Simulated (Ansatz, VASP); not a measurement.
**Ga: VASP beside Ansatz**

Contents of INCAR:

```
PREC     = Accurate       # precision mode
ENCUT    = 520            # plane-wave cutoff, eV
EDIFF    = 1E-6           # SCF threshold, eV
ISMEAR   = -1             # smearing method
SIGMA    = 0.1            # smearing width, eV
LREAL    = False          # projectors in reciprocal space
LASPH    = True           # aspherical terms in the spheres
NELM     = 60             # most SCF steps
ALGO     = Normal         # electronic algorithm
ISIF     = 2              # what is computed and relaxed
LWAVE    = False          # write WAVECAR
LCHARG   = False          # write CHGCAR
GGA      = PE             # functional
NBANDS   = 34             # bands
```

Contents of KPOINTS:

```
regular mesh
0
Gamma
  14 14 4
```

Contents of POSCAR:

```
Ga
1.0
    2.8691567024      0.0000000000      0.0000000000
   -1.4345783512      2.4847625917      0.0000000000
    0.0000000000      0.0000000000      9.3679473537
Ga
4
Direct
    1.0000000000      0.0000000000      1.0000000000
    1.0000000000      0.0000000000      0.5000000000
    0.3333333333      0.6666666667      0.2500000000
    0.6666666667      0.3333333333      0.7500000000
```

Input for Ansatz:

```yaml
crystal:
  lattice:
    - [2.8691567024, 0.0, 0.0]
    - [-1.4345783512, 2.4847625917, 0.0]
    - [0.0, 0.0, 9.3679473537]
  atoms:
    - { symbol: Ga, position: [1.0, 0.0, 1.0] }
    - { symbol: Ga, position: [1.0, 0.0, 0.5] }
    - { symbol: Ga, position: [0.3333333333, 0.6666666667, 0.25] }
    - { symbol: Ga, position: [0.6666666667, 0.3333333333, 0.75] }
hamiltonian:
  xc: pbe
  pseudopotentials:
    kind: paw
    azcp:
      Ga: "pseudopotentials/Ga.paw.azcp"
basis:
  ecutwfc: 420
  fft_grid_basis: typed
kpoints:
  mp_grid: { grid: [14, 14, 4], shift: [0, 0, 0] }
magnetization:
  spin_polarized: false
scf:
  occupations: { method: fermi_dirac, width: 0.1 }
  lower_state_search: "off"
output:
  stress: true
```

Alike in both runs: task single point; functional PBE; k mesh 14 × 14 × 4; occupations fermi-dirac, width 0.1 eV; no spin polarisation.

|  | VASP | Ansatz |
| --- | --- | --- |
| version | VASP 6.6.1 | Ansatz 0.2.0 |
| potentials or method | VASP PAW PBE potentials, release 64 (Ga_d), cutoff 520 eV | plane waves (420 eV) with PAW, scalar-relativistic |
| valence electrons in the cell | 52 | 52 |

Ansatz gave:

- pressure (GPa): 8.5
- traceless stress, the component that is largest in VASP (GPa): 1.06

Problem. What did VASP give for the same quantities?

Solution. Pressure (GPa): 8.6; traceless stress, the component that is largest in VASP (GPa): 1.06.

The functional is the same, so the differences come from potentials, cutoffs and numerics.
